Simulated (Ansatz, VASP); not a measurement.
# One calculation of Si, two programs

```
Si
1.0
     0.00000    2.73535    2.73535
     2.73535    0.00000    2.73535
     2.73535    2.73535    0.00000
Si
2
Direct
  0.25000 0.25000 0.25000
  0.00000 0.00000 0.00000
```

Alike in both runs: task single point; functional r2SCAN; k mesh 8 × 8 × 8; occupations gaussian, width 0.02 eV; no spin polarisation.

```csv
,VASP,Ansatz
version,VASP 6.6.1,Ansatz 0.2.0
potentials or method,"VASP PAW PBE potentials, release 64 (Si), cutoff 550 eV","scalar-relativistic, plane waves, PAW"
valence electrons in the cell,8,8
```

|  | VASP | Ansatz | Ansatz less VASP |
| --- | --- | --- | --- |
| gap on the k mesh at the Fermi level (eV) | 0.85 | 0.83 | -0.014 |
| least direct gap on the mesh (eV) | 2.75 | 2.73 | -0.015 |

VASP's potentials were made for PBE, not for r2SCAN. With one functional, cell and mesh, what is left measures potentials, basis and numerics.
